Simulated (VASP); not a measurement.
# AlN (P6_3mc) in VASP: a series of runs, part 2 of 2

VASP 6.6.1. The steps go on from the part before.

**4. Single point, HSE06**

This run uses another cell than the first one, of 10.65 Å³/atom.

The input, POSCAR:

```
AlN
1.0
    3.1302469248      0.0000000000      0.0000000000
   -1.5651234624      2.7108733570      0.0000000000
    0.0000000000      0.0000000000      5.0179926665
Al N
2 2
Direct
    0.3333333333      0.6666666667     -0.0007707949
    0.6666666667      0.3333333333      0.4992292051
    0.3333333333      0.6666666667      0.3807707949
    0.6666666667      0.3333333333      0.8807707949
```

The input, INCAR.step1:

```
SYSTEM = AlN
PREC     = Accurate       ! precision mode
ENCUT    = 520            ! plane-wave cutoff, eV
EDIFF    = 1E-5           ! SCF threshold, eV
ISMEAR   = 0              ! smearing method
SIGMA    = 0.02           ! smearing width, eV
LREAL    = .FALSE.        ! projectors in reciprocal space
LASPH    = .TRUE.         ! aspherical terms in the spheres
NELM     = 80             ! most SCF steps
ALGO     = Normal         ! electronic algorithm
ISIF     = 2              ! what is computed and relaxed
LWAVE    = .TRUE.         ! write WAVECAR
LCHARG   = .FALSE.        ! write CHGCAR
GGA      = PE             ! functional
NBANDS   = 16             ! bands
```

The input, INCAR.step2:

```
SYSTEM = AlN
PREC     = Accurate       ! precision mode
ENCUT    = 520            ! plane-wave cutoff, eV
EDIFF    = 1E-7           ! SCF threshold, eV
ISMEAR   = 0              ! smearing method
SIGMA    = 0.02           ! smearing width, eV
LREAL    = .FALSE.        ! projectors in reciprocal space
LASPH    = .TRUE.         ! aspherical terms in the spheres
NELM     = 80             ! most SCF steps
ALGO     = Normal         ! electronic algorithm
ISIF     = 2              ! what is computed and relaxed
LWAVE    = .FALSE.        ! write WAVECAR
LCHARG   = .FALSE.        ! write CHGCAR
GGA      = PE             ! functional
LHFCALC  = .TRUE.         ! exact exchange
HFSCREEN = 0.2079         ! screening, 1/A
PRECFOCK = Normal       
ISTART   = 1            
NBANDS   = 16             ! bands
```

The input, KPOINTS:

```
Automatic mesh
0
G
  6 6 4
  0 0 0
```

Potentials or basis: VASP PAW PBE potentials, release 64 (Al, N).

The run is started by

```sh
$ cat potpaw_PBE.64/Al/POTCAR potpaw_PBE.64/N/POTCAR > POTCAR
$ cp INCAR.step1 INCAR
$ mpirun -np 1 vasp_std > vasp.out
$ cp INCAR.step2 INCAR
$ mpirun -np 1 vasp_std > vasp.out
```

OUTCAR:

```text
SYSTEM = AlN
   PREC = Accurate
   ENCUT = 520
   EDIFF = 1E-7
   ISMEAR = 0
   LREAL = .FALSE.
   LASPH = .TRUE.
   NELM = 80
   ISIF = 2
   GGA = PE
   LHFCALC = .TRUE.
   HFSCREEN = 0.2079
   PRECFOCK = Normal
   ISTART = 1

 ion  position               nearest neighbor table
   1  0.333  0.667  0.999-   4 1.90   4 1.90   4 1.90   3 1.91   2 3.09   2 3.09   2 3.09   2 3.09
                             2 3.09   2 3.09
   2  0.667  0.333  0.499-   3 1.90   3 1.90   3 1.90   4 1.91   1 3.09   1 3.09   1 3.09   1 3.09
                             1 3.09   1 3.09
[... 608 lines left out ...]
  --------------------------------------------------------------------------------------
  -------------------------------------------------------------------------------------
  Total       -1.4506870     -1.4506870     -1.4334822      0.0000000      0.0000000      0.0000000
  in kB      -54.5841363    -54.5841363    -53.9367822      0.0000000      0.0000000      0.0000000
  external PRESSURE =     -54.3683516 kB  Pullay stress =       0.0000000 kB

 VOLUME and BASIS-vectors are now :
 -----------------------------------------------------------------------------
  energy-cutoff  :      520.00
  volume of cell :       42.58
      direct lattice vectors                 reciprocal lattice vectors
     3.130246925  0.000000000  0.000000000     0.319463615  0.184442404  0.000000000
    -1.565123462  2.710873357  0.000000000     0.000000000  0.368884809  0.000000000
     0.000000000  0.000000000  5.017992666     0.000000000  0.000000000  0.199282874

 POSITION                                       TOTAL-FORCE (eV/Angst)
 -----------------------------------------------------------------------------------
     -0.00000      1.80725      5.01412         0.000000     -0.000000      0.002016
      1.56512      0.90362      2.50513        -0.000000      0.000000      0.002016
     -0.00000      1.80725      1.91071        -0.000000     -0.000000     -0.002016
      1.56512      0.90362      4.41970         0.000000      0.000000     -0.002016
 -----------------------------------------------------------------------------------
    total drift:                                0.000000     -0.000001      0.000380

  FREE ENERGIE OF THE ION-ELECTRON SYSTEM (eV)
  ---------------------------------------------------
  free  energy   TOTEN  =       -34.8761343171 eV

  energy  without entropy=      -34.8761343171  energy(sigma->0) =      -34.87613432
```

OUTCAR.step1:

```text
SYSTEM = AlN
   PREC = Accurate
   ENCUT = 520
   EDIFF = 1E-5
   ISMEAR = 0
   LREAL = .FALSE.
   LASPH = .TRUE.
   NELM = 80
[... 626 lines left out ...]
      1.56512      0.90362      2.50513         0.000000      0.000000     -0.000476
     -0.00000      1.80725      1.91071        -0.000000      0.000000      0.000476
      1.56512      0.90362      4.41970         0.000000      0.000000      0.000476
 -----------------------------------------------------------------------------------
    total drift:                               -0.000000     -0.000000      0.000755

  FREE ENERGIE OF THE ION-ELECTRON SYSTEM (eV)
  ---------------------------------------------------
  free  energy   TOTEN  =       -29.7791139373 eV

  energy  without entropy=      -29.7791139373  energy(sigma->0) =      -29.77911394
```

OSZICAR.step1:

```text
N       E                     dE             d eps       ncg     rms          rms(c)
DAV:   1     0.396540595225E+02    0.39654E+02   -0.71917E+03   672   0.893E+02
DAV:   2    -0.310392122635E+02   -0.70693E+02   -0.65964E+02   960   0.185E+02
DAV:   3    -0.344348825841E+02   -0.33957E+01   -0.33880E+01   824   0.421E+01
DAV:   4    -0.344562567185E+02   -0.21374E-01   -0.21373E-01   816   0.375E+00
DAV:   5    -0.344565492567E+02   -0.29254E-03   -0.29254E-03   848   0.442E-01    0.121E+01
DAV:   6    -0.297637035067E+02    0.46928E+01   -0.10682E+01   800   0.236E+01    0.411E+00
DAV:   7    -0.297908891639E+02   -0.27186E-01   -0.66348E-01   720   0.573E+00    0.292E+00
DAV:   8    -0.297838406616E+02    0.70485E-02   -0.62583E-02   744   0.230E+00    0.621E-01
DAV:   9    -0.297785559686E+02    0.52847E-02   -0.12578E-02   856   0.826E-01    0.252E-01
DAV:  10    -0.297792007124E+02   -0.64474E-03   -0.23996E-03   720   0.308E-01    0.138E-01
DAV:  11    -0.297791106524E+02    0.90060E-04   -0.19046E-04   808   0.105E-01    0.346E-02
DAV:  12    -0.297791139373E+02   -0.32849E-05   -0.12415E-05   632   0.284E-02
   1 F= -.29779114E+02 E0= -.29779114E+02  d E =-.142725E-11
```

It took 14 min on 1 thread of Intel Xeon 6975P-C (Granite Rapids), shared host; peak memory 0.26 GiB.

Results:

```yaml
Free_energy: -34.8761 eV
Pressure: -5.4 GPa
Band_gap_on_the_k_mesh: 5.37 eV
```

Forces on the atoms (eV/Å):
```
Al   0.000  0.000  0.002
Al   0.000  0.000  0.002
N    0.000  0.000 -0.002
N    0.000  0.000 -0.002
```

Caveat: the cell stands under tension; the PAW data sets were made with another functional, which shifts forces and pressure a little.

**5. Relaxation of shape and atoms at fixed volume, PBE (10.96 Å³/atom)**

This run uses another cell than the first one, of 10.96 Å³/atom.

The input, INCAR:

```
PREC     = Accurate       # precision mode
ENCUT    = 600            # plane-wave cutoff, eV
EDIFF    = 1E-7           # SCF threshold, eV
ISMEAR   = 0              # smearing method
SIGMA    = 0.02           # smearing width, eV
LREAL    = False          # projectors in reciprocal space
LASPH    = True           # aspherical terms in the spheres
NELM     = 60             # most SCF steps
ALGO     = Normal         # electronic algorithm
ISIF     = 4              # what is computed and relaxed
LWAVE    = False          # write WAVECAR
LCHARG   = False          # write CHGCAR
GGA      = PE             # functional
IBRION   = 2              # ionic algorithm
NSW      = 50             # ionic steps
EDIFFG   = -0.01          # ionic threshold
```

The input, KPOINTS:

```
Automatic mesh
0
Gamma
  9 9 6
```

The input, POSCAR:

```
AlN
1.0
    3.1612401141      0.0000000000      0.0000000000
   -1.5806200570      2.7377142462      0.0000000000
    0.0000000000      0.0000000000      5.0676464304
Al N
2 2
Direct
    0.3333333333      0.6666666667     -0.0007713538
    0.6666666667      0.3333333333      0.4992286462
    0.3333333333      0.6666666667      0.3807713538
    0.6666666667      0.3333333333      0.8807713538
```

Potentials or basis: VASP PAW PBE potentials, release 64 (Al, N).

The run is started by

```sh
$ cat potpaw_PBE.64/Al/POTCAR potpaw_PBE.64/N/POTCAR > POTCAR
$ mpirun -np 1 vasp_std > vasp.out
```

OUTCAR:

```text
PREC = Accurate
   ENCUT = 600
   EDIFF = 1E-7
   ISMEAR = 0
   LREAL = False
   LASPH = True
   NELM = 60
   ISIF = 4
   GGA = PE
   IBRION = 2
   NSW = 50
   EDIFFG = -0.01

 ion  position               nearest neighbor table
   1  0.333  0.667  0.999-   4 1.92   4 1.92   4 1.92   3 1.93   2 3.12   2 3.12   2 3.12   2 3.12
                             2 3.12   2 3.12
   2  0.667  0.333  0.499-   3 1.92   3 1.92   3 1.92   4 1.93   1 3.12   1 3.12   1 3.12   1 3.12
                             1 3.12   1 3.12
   3  0.333  0.667  0.381-   2 1.92   2 1.92   2 1.92   1 1.93
   4  0.667  0.333  0.881-   1 1.92   1 1.92   1 1.92   2 1.93

  LATTYP: Found a hexagonal cell.
 ALAT       =     3.1612401141
 C/A-ratio  =     1.6030564739

  Lattice vectors:

 A1 = (   3.1612401141,   0.0000000000,   0.0000000000)
 A2 = (  -1.5806200570,   2.7377142462,   0.0000000000)
 A3 = (   0.0000000000,   0.0000000000,   5.0676464304)

Analysis of symmetry for initial positions (statically):
=====================================================================
 Subroutine PRICEL returns:
 Original cell was already a primitive cell.

 Routine SETGRP: Setting up the symmetry group for a
 hexagonal supercell.

 Subroutine GETGRP returns: Found 12 space group operations
 (whereof  6 operations were pure point group operations)
 out of a pool of 24 trial point group operations.

The static configuration has the point symmetry C_3v.
 The point group associated with its full space group is C_6v.

Analysis of symmetry for dynamics (positions and initial velocities):
=====================================================================
 Subroutine PRICEL returns:
 Original cell was already a primitive cell.

 Routine SETGRP: Setting up the symmetry group for a
 hexagonal supercell.

 Subroutine GETGRP returns: Found 12 space group operations
 (whereof  6 operations were pure point group operations)
 out of a pool of 24 trial point group operations.

The dynamic configuration has the point symmetry C_3v.
[... 146 lines left out ...]
 number of electron      15.9999999 magnetization

 Free energy of the ion-electron system (eV)
  ---------------------------------------------------
  ext. energy  EPLUGINS =         0.00000000
  ---------------------------------------------------
  free energy    TOTEN  =       -29.75993554 eV

  energy without entropy =      -29.75993554  energy(sigma->0) =      -29.75993554

------------------------ aborting loop because EDIFF is reached ----------------------------------------

  FORCE on cell =-STRESS in cart. coord.  units (eV):
  Direction    XX          YY          ZZ          XY          YZ          ZX
  --------------------------------------------------------------------------------------
  -------------------------------------------------------------------------------------
  Total       -1.6213384     -1.6213384     -1.5058891     -0.0000000      0.0000000      0.0000000
  in kB      -59.2287203    -59.2287203    -55.0112678     -0.0000000      0.0000000      0.0000000
  external PRESSURE =     -57.8229028 kB  Pullay stress =       0.0000000 kB
[... 101 lines left out ...]
--------------------------------------- Ionic step        4  -------------------------------------------

 number of electron      15.9999999 magnetization

 Free energy of the ion-electron system (eV)
  ---------------------------------------------------
  ext. energy  EPLUGINS =         0.00000000
  ---------------------------------------------------
  free energy    TOTEN  =       -29.76003516 eV

  energy without entropy =      -29.76003516  energy(sigma->0) =      -29.76003516

 E-fermi :   5.8306     XC(G=0): -10.7000

 val. band max:        5.6730522635   @ k =   0.0000   0.0000   0.0000
 cond. band min:       9.4732917588   @ k =   0.0000   0.0000   0.0000
 fundamental gap:      3.8002394953
 Fermi energy:         5.8306077205

 k-point     1 :       0.0000    0.0000    0.0000
  band No.  band energies     occupation
      1      -9.2071      2.00000
      2      -7.2203      2.00000
      3      -0.0969      2.00000
      4       4.8670      2.00000
      5       4.8670      2.00000
      6       5.4974      2.00000
      7       5.4974      2.00000
      8       5.6731      2.00000
      9       9.4733      0.00000
     10      11.9584      0.00000
     11      15.8924      0.00000
     12      16.5177      0.00000
[... 331 lines left out ...]
 k-point    24 :       0.3333    0.3333    0.1667
  band No.  band energies     occupation
      1      -6.8678      2.00000
      2      -6.8678      2.00000
      3       1.2030      2.00000
      4       1.6130      2.00000
      5       1.6130      2.00000
      6       3.1155      2.00000
      7       3.8618      2.00000
      8       3.8618      2.00000
      9      11.0813      0.00000
     10      13.7827      0.00000
     11      14.4935      0.00000
     12      14.4935      0.00000

 [... further k-points ...]

------------------------ aborting loop because EDIFF is reached ----------------------------------------

  FORCE on cell =-STRESS in cart. coord.  units (eV):
  Direction    XX          YY          ZZ          XY          YZ          ZX
  --------------------------------------------------------------------------------------
  -------------------------------------------------------------------------------------
  Total       -1.5824765     -1.5824765     -1.5731114     -0.0000000     -0.0000000      0.0000000
  in kB      -57.8090644    -57.8090644    -57.4669515     -0.0000000     -0.0000000      0.0000000
  external PRESSURE =     -57.6950268 kB  Pullay stress =       0.0000000 kB
[... 19 lines left out ...]
  FREE ENERGIE OF THE ION-ELECTRON SYSTEM (eV)
  ---------------------------------------------------
  free  energy   TOTEN  =       -29.7600351568 eV

  energy  without entropy=      -29.7600351568  energy(sigma->0) =      -29.76003516

 reached required accuracy - stopping structural energy minimisation
```

Run time: 36 s. Hardware: 1 thread of Intel Xeon Platinum 8488C (Sapphire Rapids), shared host; peak memory 0.18 GiB.

What came out:

```yaml
Free_energy: -29.7600 eV
Energy_gained_by_relaxing: 0.0 meV/atom
Ionic_steps: 4
Pressure_after_relaxing: -5.8 GPa
Largest_force_after_relaxing: 0.005 eV/Å
Band_gap_on_the_k_mesh: 3.80 eV
```

Forces on the atoms (eV/Å):
```
Al   0.000  0.000 -0.005
Al   0.000  0.000 -0.005
N    0.000  0.000  0.005
N    0.000  0.000  0.005
```

Final structure:
```
Al N
1.0
     3.15919    0.00000    0.00000
    -1.57960    2.73594    0.00000
     0.00000    0.00000    5.07422
Al N
2 2
Direct
  0.33333 0.66667 0.99952
  0.66667 0.33333 0.49952
  0.33333 0.66667 0.38048
  0.66667 0.33333 0.88048
```

Levels at points of the mesh, in eV from the valence-band top:
```
           k point  band 5  band 6  band 7  band 8  band 9  band 10  band 11  band 12
(0.00, 0.00, 0.00)   -0.81   -0.18   -0.18    0.00    3.80     6.29    10.22    10.84
(0.00, 0.00, 0.50)   -0.50   -0.50   -0.50   -0.50    6.08     6.08     9.93     9.93
```

**6. Relaxation of shape and atoms at fixed volume, PBE (11.28 Å³/atom)**

The input, INCAR:

```
SYSTEM = AlN
  ALGO = Normal
  EDIFF = 1E-6
  EDIFFG = -0.01
  ENCUT = 600
  GGA = PE
  IBRION = 2
  ISIF = 4
  ISMEAR = 0
  LASPH = .TRUE.
  LCHARG = .FALSE.
  LREAL = .FALSE.
  LWAVE = .FALSE.
  NELM = 60
  NSW = 50
  PREC = Accurate
  SIGMA = 0.02
```

The input, KPOINTS:

```
k-points
0
G
  9 9 6
  0 0 0
```

The input, POSCAR:

```
AlN
1.0
    3.1900785645      0.0000000000      0.0000000000
   -1.5950392822      2.7626890769      0.0000000000
    0.0000000000      0.0000000000      5.1213818471
Al N
2 2
Direct
    0.3333333333      0.6666666667     -0.0006072924
    0.6666666667      0.3333333333      0.4993927076
    0.3333333333      0.6666666667      0.3806072924
    0.6666666667      0.3333333333      0.8806072924
```

Potentials or basis: VASP PAW PBE potentials, release 64 (Al, N).

The run is started by

```sh
$ cat potpaw_PBE.64/Al/POTCAR potpaw_PBE.64/N/POTCAR > POTCAR
$ mpirun -np 1 vasp_std > vasp.out
```

Wall time 33 s (1 thread of Intel Xeon Platinum 8488C (Sapphire Rapids), shared host); peak memory 0.18 GiB.

The run converged. Its results:

* Free energy: -29.6967 eV
* Energy gained by relaxing: 0.0 meV/atom
* Ionic steps: 3
* Pressure after relaxing: -10.4 GPa
* Largest force after relaxing: 0.008 eV/Å
* Band gap on the k mesh: 3.56 eV

Forces on the atoms (eV/Å):
```
Al   0.000  0.000  0.008
Al   0.000  0.000  0.008
N    0.000  0.000 -0.008
N    0.000  0.000 -0.008
```

Stress tensor (GPa, compression positive):
```
-10.38   0.00   0.00
  0.00 -10.38   0.00
  0.00   0.00 -10.47
```

Final structure:
```xyz
4
Lattice="3.1880 0.0000 0.0000 -1.5940 2.7609 0.0000 0.0000 0.0000 5.1281" Properties=species:S:1:pos:R:3 pbc="T T T"
Al    0.0000    1.8406    5.1259
Al    1.5940    0.9203    2.5619
N     0.0000    1.8406    1.9508
N     1.5940    0.9203    4.5148
```

Levels at points of the mesh, in eV from the valence-band top:
```tsv
k point	band 6	band 7	band 8	band 9	band 10	band 11
(0.00, 0.00, 0.00)	-0.16	-0.16	0.00	3.56	6.06	9.99
(0.00, 0.00, 0.50)	-0.48	-0.48	-0.48	5.84	5.84	9.70
```

**7. Summary**

```csv
task,level,cell,k mesh,cutoff (eV),grid for exact exchange (PRECFOCK),share of exact exchange,screening parameter,gap on the mesh (eV),pressure (GPa),largest force (eV/Å)
relaxation of shape and atoms at fixed volume,PBE,"relaxed from a = 3.190, b = 3.190, c = 5.121 Å, angles 90.0, 90.0, 120.0°, 4 atoms",12 × 12 × 6,600,-,-,-,3.56,-10.4,0.01
relaxation of shape and atoms at fixed volume,PBE,"relaxed from a = 3.228, b = 3.228, c = 5.191 Å, angles 90.0, 90.0, 120.0°, 4 atoms",12 × 12 × 6,600,-,-,-,3.26,-15.6,0.01
single point,HSE06,"a = 3.130, b = 3.130, c = 5.018 Å, angles 90.0, 90.0, 120.0°, 4 atoms",6 × 6 × 4,520,Normal,0.25,0.2079 1/Å,5.37,-5.4,-
relaxation of shape and atoms at fixed volume,PBE,"relaxed from a = 3.161, b = 3.161, c = 5.068 Å, angles 90.0, 90.0, 120.0°, 4 atoms",9 × 9 × 6,600,-,-,-,3.80,-5.8,-
relaxation of shape and atoms at fixed volume,PBE,"relaxed from a = 3.190, b = 3.190, c = 5.121 Å, angles 90.0, 90.0, 120.0°, 4 atoms",9 × 9 × 6,600,-,-,-,3.56,-10.4,0.01
```

Alike in all rows: potentials or basis VASP PAW PBE potentials, release 64 (Al, N); no spin polarisation; smearing gaussian 0.02 eV.

Caveats: the cell stands under tension (at least some runs); the PAW data sets were made with another functional, which shifts forces and pressure a little (at least some runs).

Total energies depend on the potentials used, so only differences within one code and one set of settings carry meaning.
